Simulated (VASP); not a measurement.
Write the native input for VASP 6.6.1 that does the following.

```
Task                   : single point
Functional             : PBE
Potentials or basis    : VASP PAW PBE potentials, release 64 (Be, H)
Cutoff                 : 520 eV
k mesh                 : 12 × 12 × 10
Occupations            : gaussian, width 0.1 eV
Spin                   : no spin polarisation
Dipole correction      : no
Further INCAR settings : ALGO = Normal; EDIFF = 1e-06; NBANDS = 17
```

The structure of Be3H lies in POSCAR:

```
Be3H
1.0
    4.3248201684      0.0000000000      0.0000000000
   -2.1624100842      3.7454041326      0.0000000000
    0.0000000000      0.0000000000      3.5777926725
Be H
6 2
Direct
    0.0494123996      0.3361506929      0.2600910829
    0.6638493071      0.7132617067      0.2600910829
    0.2867382933      0.9505876004      0.2600910829
    0.7132617067      0.0494123996      0.7399089171
    0.3361506929      0.2867382933      0.7399089171
    0.9505876004      0.6638493071      0.7399089171
    0.3333333333      0.6666666667      0.0345589300
    0.6666666667      0.3333333333      0.9654410700
```

One way to write it, as run:

INCAR

```
SYSTEM = Be3H
PREC = Accurate
ENCUT = 520
EDIFF = 1E-6
ISMEAR = 0
SIGMA = 0.1
LREAL = .FALSE.
LASPH = .TRUE.
NELM = 60
ALGO = Normal
ISIF = 2
LWAVE = .FALSE.
LCHARG = .FALSE.
GGA = PE
NBANDS = 17
```

KPOINTS

```
regular mesh
0
G
  12 12 10
  0 0 0
```

Potentials or basis: VASP PAW PBE potentials, release 64 (Be, H).

The run is started by

```console
$ cat potpaw_PBE.64/Be/POTCAR potpaw_PBE.64/H/POTCAR > POTCAR
$ mpirun -np 1 vasp_std > vasp.out
```

It gave:

* Pressure: 0.1 GPa
* Largest force: 0.004 eV/Å
* Band gap on the k mesh: zero (band 7 reaches 7.63 eV, above the bottom of band 8 at 4.35 eV)

It took 2.8 min on 1 thread of Oxide Virtual Turin-like Processor, with other jobs on the host, peak memory 0.28 GiB.
